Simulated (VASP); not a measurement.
# SrO in VASP: notebook

SrO is run at these levels: LDA; tasks: single point.

Program: VASP 6.6.1. These are calculated values, not measurements. Logs are shortened: lines on timing, memory, paths and dates and some standing lists are left out, and cuts for length are marked.

**1. The cell of the first run**

Symmetry: Fm-3m, No. 225, cubic system. The conventional cell has a = 5.090 Å, b = 5.090 Å, c = 5.090 Å, α = 90.00°, β = 90.00°, γ = 90.00°. Within 3.4 Å of Sr (site symmetry m-3m) lie 6 O at 2.54 Å. O (site symmetry m-3m) has 6 Sr at 2.54 Å within 3.4 Å.

**2. Single point, LDA**

Input file INCAR:

```
SYSTEM = SrO
  ALGO = Normal
  EDIFF = 1E-6
  ENCUT = 520
  GGA = CA
  ISIF = 2
  ISMEAR = 0
  LASPH = .TRUE.
  LCHARG = .FALSE.
  LREAL = .FALSE.
  LWAVE = .FALSE.
  NBANDS = 15
  NELM = 100
  PREC = Accurate
  SIGMA = 0.01
```

Input file KPOINTS:

```
k-points
0
G
  8 8 8
  0 0 0
```

Input file POSCAR:

```
SrO
1.0
    0.0000000000      2.5448585586      2.5448585586
    2.5448585586      0.0000000000      2.5448585586
    2.5448585586      2.5448585586      0.0000000000
Sr O
1 1
Direct
    0.5000000000      0.5000000000      0.5000000000
    0.0000000000      0.0000000000      0.0000000000
```

Potentials or basis: VASP PAW LDA potentials, release 64 (Sr_sv, O).

Run with:

```console
$ cat potpaw_LDA.64/Sr_sv/POTCAR potpaw_LDA.64/O/POTCAR > POTCAR
$ mpirun -np 1 vasp_std > vasp.out
```

OUTCAR:

```text
SYSTEM = SrO
   EDIFF = 1E-6
   ENCUT = 520
   GGA = CA
   ISIF = 2
   ISMEAR = 0
   LASPH = .TRUE.
   LREAL = .FALSE.
   NELM = 100
   PREC = Accurate

 ion  position               nearest neighbor table
   1  0.500  0.500  0.500-   2 2.54   2 2.54   2 2.54   2 2.54   2 2.54   2 2.54
   2  0.000  0.000  0.000-   1 2.54   1 2.54   1 2.54   1 2.54   1 2.54   1 2.54

  LATTYP: Found a face centered cubic cell.
 ALAT       =     5.0897171172

  Lattice vectors:

 A1 = (   0.0000000000,   2.5448585586,   2.5448585586)
 A2 = (   2.5448585586,   0.0000000000,   2.5448585586)
 A3 = (   2.5448585586,   2.5448585586,   0.0000000000)

Analysis of symmetry for initial positions (statically):
[... 33 lines left out ...]
                                     Primitive cell

  volume of cell :      32.9626

  direct lattice vectors                    reciprocal lattice vectors
     0.000000000  2.544858559  2.544858559    -0.196474574  0.196474574  0.196474574
     2.544858559  0.000000000  2.544858559     0.196474574 -0.196474574  0.196474574
     2.544858559  2.544858559  0.000000000     0.196474574  0.196474574 -0.196474574

  length of vectors
     3.598973488  3.598973488  3.598973488     0.340303944  0.340303944  0.340303944

  position of ions in fractional coordinates (direct lattice)
     0.500000000  0.500000000  0.500000000
     0.000000000  0.000000000  0.000000000

  ion indices of the primitive-cell ions
   primitive index   ion index
                 1           1
                 2           2

----------------------------------------------------------------------------------------

 KPOINTS: k-points

Automatic generation of k-mesh.
 Grid dimensions read from file:
 generate k-points for:    8    8    8

 Generating k-lattice:

  Cartesian coordinates                     Fractional coordinates (reciprocal lattice)
    -0.024559322  0.024559322  0.024559322     0.125000000  0.000000000  0.000000000
     0.024559322 -0.024559322  0.024559322     0.000000000  0.125000000  0.000000000
     0.024559322  0.024559322 -0.024559322     0.000000000  0.000000000  0.125000000

  Length of vectors
     0.042537993  0.042537993  0.042537993

  Shift w.r.t. Gamma in fractional coordinates (k-lattice)
     0.000000000  0.000000000  0.000000000

 Subroutine IBZKPT returns following result:
 ===========================================

 Found     29 irreducible k-points:

 Following reciprocal coordinates:
            Coordinates               Weight
  0.000000  0.000000  0.000000      1.000000
  0.125000  0.000000  0.000000      8.000000
  0.250000  0.000000  0.000000      8.000000
  0.375000  0.000000  0.000000      8.000000
  0.500000  0.000000  0.000000      4.000000
  0.125000  0.125000  0.000000      6.000000
[... 16 lines left out ...]
  0.500000  0.250000  0.125000     48.000000
 -0.375000  0.250000  0.125000     24.000000
 [... further k-points ...]
   k-points           NKPTS =     29   k-points in BZ     NKDIM =     29   number of bands    NBANDS=     15
   number of dos      NEDOS =    301   number of ions     NIONS =      2
   total plane-waves  NPLWV =  21952
   dimension x,y,z NGX =    28 NGY =   28 NGZ =   28
   dimension x,y,z NGXF=    56 NGYF=   56 NGZF=   56
   ions per type =               1   1
   NGX,Y,Z   is equivalent  to a cutoff of  12.93, 12.93, 12.93 a.u.
   NGXF,Y,Z  is equivalent  to a cutoff of  25.87, 25.87, 25.87 a.u.
 SYSTEM =  SrO
   PREC   = accura    normal or accurate (medium, high low for compatibility)
   ISTART =      0    job   : 0-new  1-cont  2-samecut
   ICHARG =      2    charge: 1-file 2-atom 10-const
   ISPIN  =      1    spin polarized calculation?
   LNONCOLLINEAR =      F non collinear calculations
   LSORBIT =      F    spin-orbit coupling
   LASPH  =      T    aspherical Exc in radial PAW
   ENCUT  =  520.0 eV  38.22 Ry    6.18 a.u.   6.69  6.69  6.69*2*pi/ulx,y,z
   NELM   =    100;   NELMIN=  2; NELMDL= -5     # of ELM steps
   EDIFF  = 0.1E-05   stopping-criterion for ELM
   LREAL  =      F    real-space projection
   EDIFFG = 0.1E-04   stopping-criterion for IOM
   NSW    =      0    number of steps for IOM
   IBRION =     -1    ionic relax: 0-MD 1-quasi-New 2-CG
   NFREE  =      0    steps in history (QN), initial steepest desc. (CG)
   ISIF   =      2    stress and relaxation
   ISYM   =      2    0-nonsym 1-usesym 2-fastsym
   POTIM  = 0.5000    time-step for ionic-motion
   TEBEG  =    0.0;   TEEND  =   0.0 temperature during run
   PSTRESS=    0.0 pullay stress
   NELECT =      16.0000    total number of electrons
   NUPDOWN=      -1.0000    fix difference up-down
   EMIN   =  10.00;   EMAX   =-10.00  energy-range for DOS
   EFERMI =   0.00;   METHOD = LEGACY
   ISMEAR =     0;   SIGMA  =   0.01  broadening in eV -4-tet -1-fermi 0-gaus
   EFERMI_NEDOS =   21; number of points for ismear=-14 and -15
   IALGO  =     38    algorithm
   IMIX   =      4    mixing-type and parameters
     AMIX     =   0.40;   BMIX     =  1.00
     AMIX_MAG =   1.60;   BMIX_MAG =  1.00
  volume/ion in A,a.u.               =      16.48       111.22
  Fermi-wavevector in a.u.,A,eV,Ry     =   1.286593  2.431308 22.522016  1.655321
  Thomas-Fermi vector in A             =   2.418658
   LORBIT       =      0    0 simple, 1 ext, 2 COOP (PROOUT), +10 PAW based schemes
   GGA     = CA    functional components
   LHFCALC =     F    Hartree Fock is set to
   AEXX    =    0.0000 exact exchange contribution
   IVDW    =     0    specifies the selected vdW correction
   LEPSILON=     F    determine dielectric tensor
   LRPA    =     F    only Hartree local field effects (RPA)
 non-spin polarized calculation
 Gauss-broadening in eV      SIGMA  =   0.01
  energy-cutoff  :      520.00
  volume of cell :       32.96
 maximum number of plane-waves:       905
   NGX = 13   NGY = 13   NGZ = 13

 number of electron      15.9999995 magnetization

 Free energy of the ion-electron system (eV)
  ---------------------------------------------------
  ext. energy  EPLUGINS =         0.00000000
  ---------------------------------------------------
  free energy    TOTEN  =       -13.38724804 eV

  energy without entropy =      -13.38724804  energy(sigma->0) =      -13.38724804

 E-fermi :   1.5828     XC(G=0): -10.6721

 val. band max:        1.4950698539   @ k =   0.0000   0.0000   0.0000
 cond. band min:       4.5692151928   @ k =   0.5000   0.5000   0.0000
 fundamental gap:      3.0741453389
 Fermi energy:         1.5828057694

 k-point     1 :       0.0000    0.0000    0.0000
  band No.  band energies     occupation
      1     -30.4884      2.00000
      2     -13.3043      2.00000
      3     -12.1797      2.00000
      4     -12.1797      2.00000
      5     -12.1797      2.00000
      6       1.4951      2.00000
      7       1.4951      2.00000
      8       1.4951      2.00000
      9       5.5160      0.00000
     10       7.6627      0.00000
     11       7.6627      0.00000
     12       7.6627      0.00000
     13       9.9583      0.00000
     14       9.9583      0.00000
     15      14.0757      0.00000

 k-point     2 :       0.1250    0.0000    0.0000
  band No.  band energies     occupation
      1     -30.4645      2.00000
      2     -13.7160      2.00000
      3     -12.1934      2.00000
      4     -12.1934      2.00000
      5     -11.8238      2.00000
      6       1.0138      2.00000
      7       1.2813      2.00000
      8       1.2813      2.00000
      9       6.2367      0.00000
     10       7.5014      0.00000
     11       7.9846      0.00000
     12       7.9846      0.00000
     13      10.3935      0.00000
     14      10.3935      0.00000
     15      15.1316      0.00000

 k-point     3 :       0.2500    0.0000    0.0000
  band No.  band energies     occupation
      1     -30.4062      2.00000
      2     -14.3497      2.00000
      3     -12.2260      2.00000
      4     -12.2260      2.00000
      5     -11.3249      2.00000
      6       0.1387      2.00000
      7       0.8229      2.00000
      8       0.8229      2.00000
      9       7.4537      0.00000
     10       7.7951      0.00000
     11       8.8612      0.00000
     12       8.8612      0.00000
     13      11.4758      0.00000
     14      11.4758      0.00000
     15      17.2874      0.00000

 k-point     4 :       0.3750    0.0000    0.0000
  band No.  band energies     occupation
      1     -30.3469      2.00000
      2     -14.8219      2.00000
      3     -12.2579      2.00000
      4     -12.2579      2.00000
      5     -10.9877      2.00000
      6      -0.5533      2.00000
      7       0.4242      2.00000
      8       0.4242      2.00000
      9       7.8094      0.00000
     10       9.3261      0.00000
     11       9.9421      0.00000
     12       9.9421      0.00000
     13      12.8185      0.00000
     14      12.8185      0.00000
     15      17.2983      0.00000

 k-point     5 :       0.5000    0.0000    0.0000
  band No.  band energies     occupation
      1     -30.3220      2.00000
      2     -14.9942      2.00000
      3     -12.2709      2.00000
      4     -12.2709      2.00000
      5     -10.8713      2.00000
      6      -0.8098      2.00000
      7       0.2724      2.00000
      8       0.2724      2.00000
      9       8.0728      0.00000
     10      10.0080      0.00000
     11      10.4744      0.00000
     12      10.4744      0.00000
     13      13.7502      0.00000
     14      13.7502      0.00000
     15      16.6244      0.00000

 k-point     6 :       0.1250    0.1250    0.0000
  band No.  band energies     occupation
      1     -30.4567      2.00000
      2     -13.7537      2.00000
      3     -12.2432      2.00000
      4     -12.2432      2.00000
      5     -11.7401      2.00000
      6       0.6800      2.00000
      7       1.4236      2.00000
      8       1.4236      2.00000
      9       6.2972      0.00000
     10       6.9356      0.00000
     11       8.3568      0.00000
     12       8.3568      0.00000
     13      10.1834      0.00000
     14      10.8302      0.00000
     15      15.4400      0.00000

 k-point     7 :       0.2500    0.1250    0.0000
  band No.  band energies     occupation
      1     -30.4103      2.00000
      2     -14.1712      2.00000
      3     -12.3012      2.00000
      4     -12.2775      2.00000
      5     -11.4574      2.00000
      6       0.1575      2.00000
      7       1.0861      2.00000
      8       1.1925      2.00000
      9       6.6488      0.00000
     10       7.3359      0.00000
     11       9.0964      0.00000
[... 226 lines left out ...]
      4     -12.4863      2.00000
      5     -11.7393      2.00000
      6       0.5008      2.00000
      7       0.8979      2.00000
      8       1.0629      2.00000
      9       6.1742      0.00000
     10       9.4501      0.00000
     11      10.4654      0.00000
     12      11.8563      0.00000
     13      12.7595      0.00000
     14      14.4580      0.00000
     15      15.8861      0.00000

 k-point    21 :       0.5000    0.5000    0.0000
  band No.  band energies     occupation
      1     -30.2741      2.00000
      2     -13.2888      2.00000
      3     -13.2885      2.00000
      4     -12.6029      2.00000
      5     -12.6029      2.00000
      6       1.1261      2.00000
      7       1.4338      2.00000
      8       1.4338      2.00000
      9       4.5692      0.00000
     10       9.4887      0.00000
     11      11.8843      0.00000
     12      11.9430      0.00000
     13      12.8907      0.00000
     14      12.8907      0.00000
     15      15.4240      0.00000

 k-point    22 :       0.3750    0.2500    0.1250
  band No.  band energies     occupation
      1     -30.3638      2.00000
      2     -14.3795      2.00000
      3     -12.4808      2.00000
      4     -12.2949      2.00000
      5     -11.3733      2.00000
      6      -0.0508      2.00000
      7       0.7491      2.00000
      8       1.2180      2.00000
      9       6.4491      0.00000
     10       8.1238      0.00000
     11       9.7860      0.00000
     12      10.1892      0.00000
     13      11.6416      0.00000
     14      12.4896      0.00000
     15      18.2630      0.00000

 k-point    23 :       0.5000    0.2500    0.1250
  band No.  band energies     occupation
      1     -30.3168      2.00000
      2     -14.5706      2.00000
      3     -12.6034      2.00000
      4     -12.3806      2.00000
      5     -11.2970      2.00000
      6      -0.1218      2.00000
      7       0.5030      2.00000
      8       0.9650      2.00000
      9       6.9897      0.00000
     10       8.7389      0.00000
     11      10.5760      0.00000
     12      10.6935      0.00000
     13      12.8264      0.00000
     14      13.7865      0.00000
     15      15.9438      0.00000

 k-point    24 :      -0.3750    0.2500    0.1250
  band No.  band energies     occupation
      1     -30.2971      2.00000
      2     -14.6466      2.00000
      3     -12.6298      2.00000
      4     -12.4437      2.00000
      5     -11.2657      2.00000
      6      -0.1656      2.00000
      7       0.5877      2.00000
      8       0.6834      2.00000
      9       7.8563      0.00000
     10       8.2192      0.00000
     11      11.0224      0.00000
     12      11.1482      0.00000
     13      13.3932      0.00000
     14      14.6777      0.00000
     15      15.0066      0.00000

 [... further k-points ...]
[... 5 lines left out ...]
  --------------------------------------------------------------------------------------
  -------------------------------------------------------------------------------------
  Total       -0.1496021     -0.1496021     -0.1496021     -0.0000000     -0.0000000      0.0000000
  in kB       -7.2715535     -7.2715535     -7.2715535     -0.0000000     -0.0000000      0.0000000
  external PRESSURE =      -7.2715535 kB  Pullay stress =       0.0000000 kB

 VOLUME and BASIS-vectors are now :
 -----------------------------------------------------------------------------
  energy-cutoff  :      520.00
  volume of cell :       32.96
      direct lattice vectors                 reciprocal lattice vectors
     0.000000000  2.544858559  2.544858559    -0.196474574  0.196474574  0.196474574
     2.544858559  0.000000000  2.544858559     0.196474574 -0.196474574  0.196474574
     2.544858559  2.544858559  0.000000000     0.196474574  0.196474574 -0.196474574

 POSITION                                       TOTAL-FORCE (eV/Angst)
 -----------------------------------------------------------------------------------
      2.54486      2.54486      2.54486        -0.000000      0.000000      0.000000
      0.00000      0.00000      0.00000         0.000000     -0.000000     -0.000000
 -----------------------------------------------------------------------------------
    total drift:                                0.000000      0.000000      0.000000

  FREE ENERGIE OF THE ION-ELECTRON SYSTEM (eV)
  ---------------------------------------------------
  free  energy   TOTEN  =       -13.3872480414 eV

  energy  without entropy=      -13.3872480414  energy(sigma->0) =      -13.38724804
```

It took 6.6 s on 1 thread of AMD EPYC 9R45 (Zen 5), shared host; peak memory 0.12 GiB.

What came out:

```yaml
Free_energy: -13.3872 eV
Pressure: -0.7 GPa
Band_gap_on_the_k_mesh: 3.07 eV, indirect (least direct gap 3.14 eV)
```

Levels at points of the mesh, in eV from the valence-band top:
| k point | band 6 | band 7 | band 8 | band 9 | band 10 | band 11 |
| --- | --- | --- | --- | --- | --- | --- |
| (0.00, 0.00, 0.00) | 0.00 | 0.00 | 0.00 | 4.02 | 6.17 | 6.17 |
| (0.50, 0.00, 0.00) | -2.30 | -1.22 | -1.22 | 6.58 | 8.51 | 8.98 |
| (0.50, 0.50, 0.00) | -0.37 | -0.06 | -0.06 | 3.07 | 7.99 | 10.39 |

A k mesh can miss the band edges. A hybrid or GW would open this gap; LDA tends to underestimate it.

**3. Single point, LDA (z stretched by -0.5 %, x and y held)**

Input file INCAR:

```
ALGO = Normal
EDIFF = 1E-6
ENCUT = 520
ISIF = 2
ISMEAR = 0
LASPH = True
LCHARG = False
LREAL = False
LWAVE = False
NBANDS = 15
NELM = 100
PREC = Accurate
SIGMA = 0.01
```

Input file KPOINTS:

```
k-points
0
Gamma
  8 8 8
```

Input file POSCAR:

```
SrO
1.0
    0.0000000000      2.5321975707      2.5195365828
    2.5321975707      0.0000000000      2.5195365828
    2.5321975707      2.5321975707      0.0000000000
Sr O
1 1
Direct
    0.5000000000      0.5000000000      0.5000000000
    0.0000000000      0.0000000000      0.0000000000
```

Potentials or basis: VASP PAW LDA potentials, release 64 (Sr_sv, O).

Run with:

```console
$ cat potpaw_LDA.64/Sr_sv/POTCAR potpaw_LDA.64/O/POTCAR > POTCAR
$ mpirun -np 1 vasp_std > vasp.out
```

Run time: 13 s. Hardware: 1 thread of AMD EPYC 9R45 (Zen 5), shared host; peak memory 0.13 GiB.

Results (log left out):

```
Free energy            : -13.3852 eV
Pressure               : 1.4 GPa
Band gap on the k mesh : 3.03 eV, indirect (least direct gap 3.09 eV)
```

Stress tensor (GPa, compression positive):
```
1.10 0.00 0.00
0.00 1.10 0.00
0.00 0.00 1.97
```

Levels at points of the mesh, in eV from the valence-band top:
| k point | band 6 | band 7 | band 8 | band 9 | band 10 | band 11 |
| --- | --- | --- | --- | --- | --- | --- |
| (0.00, 0.00, 0.00) | -0.02 | -0.02 | 0.00 | 4.15 | 6.18 | 6.18 |
| (0.50, 0.00, 0.00) | -2.36 | -1.28 | -1.28 | 6.65 | 8.66 | 9.08 |
| (0.50, 0.50, 0.00) | -0.32 | -0.07 | -0.07 | 3.03 | 8.14 | 10.51 |
| (0.50, 0.00, 0.50) | -0.35 | -0.07 | -0.04 | 3.05 | 8.14 | 10.51 |

Caveat: the cell differs from its parent crystal (z stretched by -0.5 %, x and y held). A k mesh can miss the band edges.

**4. Single point, LDA (z stretched by +0.5 %, x and y held)**

Input file INCAR:

```
ALGO = Normal
EDIFF = 1E-6
ENCUT = 520
ISIF = 2
ISMEAR = 0
LASPH = T
LCHARG = T
LELF = T
LREAL = F
LVHAR = T
LWAVE = F
NBANDS = 15
NELM = 100
PREC = Accurate
SIGMA = 0.01
```

KPOINTS is that of step 3.

Input file POSCAR:

```
SrO
1.0
    0.0000000000      2.5321975707      2.5448585586
    2.5321975707      0.0000000000      2.5448585586
    2.5321975707      2.5321975707      0.0000000000
Sr O
1 1
Direct
    0.5000000000      0.5000000000      0.5000000000
    0.0000000000      0.0000000000      0.0000000000
```

Run with:

```console
$ cat potpaw_LDA.64/Sr_sv/POTCAR potpaw_LDA.64/O/POTCAR > POTCAR
$ mpirun -np 1 vasp_std > vasp.out
```

Run time: 14 s. Hardware: 1 thread of AMD EPYC 9R45 (Zen 5), shared host; peak memory 0.13 GiB.

It converged, with:

```
Free energy            : -13.3872 eV
Pressure               : 0.3 GPa
Band gap on the k mesh : 3.05 eV, indirect (least direct gap 3.10 eV)
```

Stress tensor (GPa, compression positive):
```
 0.58  0.00  0.00
 0.00  0.58  0.00
 0.00  0.00 -0.22
```

Levels at points of the mesh, in eV from the valence-band top:
```
           k point  band 5  band 6  band 7  band 8  band 9  band 10  band 11  band 12
(0.00, 0.00, 0.00)  -13.64   -0.02    0.00    0.00    4.09     6.15     6.19     6.19
(0.50, 0.00, 0.00)  -12.32   -2.33   -1.25   -1.25    6.61     8.59     9.03     9.03
(0.50, 0.50, 0.00)  -14.07   -0.38   -0.05   -0.05    3.07     8.07    10.45    10.52
(0.50, 0.00, 0.50)  -14.07   -0.34   -0.08   -0.05    3.05     8.07    10.45    10.54
```

Caveat: the cell differs from its parent crystal (z stretched by +0.5 %, x and y held). A k mesh can miss the band edges.

**5. Summary**

| cell | gap on the mesh (eV) | pressure (GPa) |
| --- | --- | --- |
| a = 3.599 Å, angles 60.0°, 2 atoms | 3.07 | -0.7 |
| a = 3.572, b = 3.572, c = 3.581 Å, angles 59.9, 59.9, 60.2°, 2 atoms | 3.03 | 1.4 |
| a = 3.590, b = 3.590, c = 3.581 Å, angles 60.1, 60.1, 59.8°, 2 atoms | 3.05 | 0.3 |

Alike in all rows: task single point; level LDA; potentials or basis VASP PAW LDA potentials, release 64 (Sr_sv, O); no spin polarisation; k mesh 8 × 8 × 8; cutoff (eV) 520; smearing gaussian 0.01 eV.

Absolute energies hang on the potentials; compare differences alone.
